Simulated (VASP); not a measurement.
Here is a VASP 6.6.1 calculation.

Contents of INCAR:

```
SYSTEM = HC4
  PREC = Accurate
  ENCUT = 520
  EDIFF = 1E-6
  ISMEAR = -1
  SIGMA = 0.02
  LREAL = Auto
  LASPH = .TRUE.
  NELM = 80
  ALGO = Normal
  ISIF = 2
  LWAVE = .FALSE.
  LCHARG = .FALSE.
  GGA = PE
  NBANDS = 72
```

The input KPOINTS:

```
Automatic mesh
0
G
  2 3 1
  0 0 0
```

The input POSCAR:

```
HC4
1.0
    7.5731140000      0.0000000000      0.0000000000
    2.5243710000      4.3723390000      0.0000000000
    0.0000000000      0.0000000000     15.6764260000
H C
6 24
Direct
    0.1111111000      0.1666667000      0.0637901000
    0.4444444333      0.1666667000      0.0637901000
    0.7777777667      0.1666667000      0.0637901000
    0.1111111000      0.6666667000      0.0637901000
    0.4444444333      0.6666667000      0.0637901000
    0.7777777667      0.6666667000      0.0637901000
    0.1111111000      0.1666667000      0.1339591000
    0.4444444333      0.1666667000      0.1339591000
    0.7777777667      0.1666667000      0.1339591000
    0.1111111000      0.6666667000      0.1339591000
    0.4444444333      0.6666667000      0.1339591000
    0.7777777667      0.6666667000      0.1339591000
   -0.1111111000      0.3333333000      0.1668292000
    0.2222222333      0.3333333000      0.1668292000
    0.5555555667      0.3333333000      0.1668292000
   -0.1111111000      0.8333333000      0.1668292000
    0.2222222333      0.8333333000      0.1668292000
    0.5555555667      0.8333333000      0.1668292000
   -0.1111108798      0.3333321957      0.2733035712
    0.2222224536      0.3333321957      0.2733035712
    0.5555557869      0.3333321957      0.2733035712
   -0.1111108798      0.8333321957      0.2733035712
    0.2222224536      0.8333321957      0.2733035712
    0.5555557869      0.8333321957      0.2733035712
    0.0000002827     -0.0000012640      0.2904904668
    0.3333336161     -0.0000012640      0.2904904668
    0.6666669494     -0.0000012640      0.2904904668
    0.0000002827      0.4999987360      0.2904904668
    0.3333336161      0.4999987360      0.2904904668
    0.6666669494      0.4999987360      0.2904904668
```

Potentials or basis: VASP PAW PBE potentials, release 64 (H, C).

Launch:

```bash
$ cat potpaw_PBE.64/H/POTCAR potpaw_PBE.64/C/POTCAR > POTCAR
$ mpirun -np 1 vasp_std > vasp.out
```

(1) Predict the band gap on the k mesh.

(2) Predict the largest force.

Results:

(1) zero (band 51 reaches 0.56 eV, above the bottom of band 52 at 0.37 eV).

(2) 1.795 eV/Å.

Caveat: the k points lie up to 0.48 Å⁻¹ apart.
